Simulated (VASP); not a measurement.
Set up this calculation in VASP 6.6.1, as the native input.

```
Task                   : single point
Functional             : PBEsol
Potentials or basis    : VASP PAW PBE potentials, release 64 (Ti_sv, C)
Cutoff                 : 520 eV
k mesh                 : 16 × 16 × 16
Occupations            : gaussian, width 0.1 eV
Spin                   : no spin polarisation
Dipole correction      : no
Further INCAR settings : ALGO = Normal; EDIFF = 1e-07; NBANDS = 15
```

The structure of TiC lies in POSCAR:

```
TiC
1.0
    0.0000000000      2.1028558209      2.1028558209
    2.1028558209      0.0000000000      2.1028558209
    2.1028558209      2.1028558209      0.0000000000
Ti C
1 1
Direct
    0.0000000000      0.0000000000      0.0000000000
    0.5000000000      0.5000000000      0.5000000000
```

This cell differs from its parent crystal: volume scaled by 0.94.

The input as run:

INCAR

```
PREC = Accurate
ENCUT = 520
EDIFF = 1E-7
ISMEAR = 0
SIGMA = 0.1
LREAL = False
LASPH = True
NELM = 100
ALGO = Normal
ISIF = 2
LWAVE = False
LCHARG = False
GGA = PS
NBANDS = 15
```

KPOINTS

```
Automatic mesh
0
Gamma
  16 16 16
```

Potentials or basis: VASP PAW PBE potentials, release 64 (Ti_sv, C).

Run with:

```sh
$ cat potpaw_PBE.64/Ti_sv/POTCAR potpaw_PBE.64/C/POTCAR > POTCAR
$ mpirun -np 1 vasp_std > vasp.out
```

It gave:

```
Pressure               : 18.9 GPa
Band gap on the k mesh : zero (band 8 reaches 11.06 eV, above the bottom of band 9 at 9.95 eV)
```

Caveat: the PAW data sets were made with another functional, which shifts forces and pressure a little.

Wall time 53 s on 1 thread of Intel Xeon 8259CL, on a shared host, peak memory 0.17 GiB.
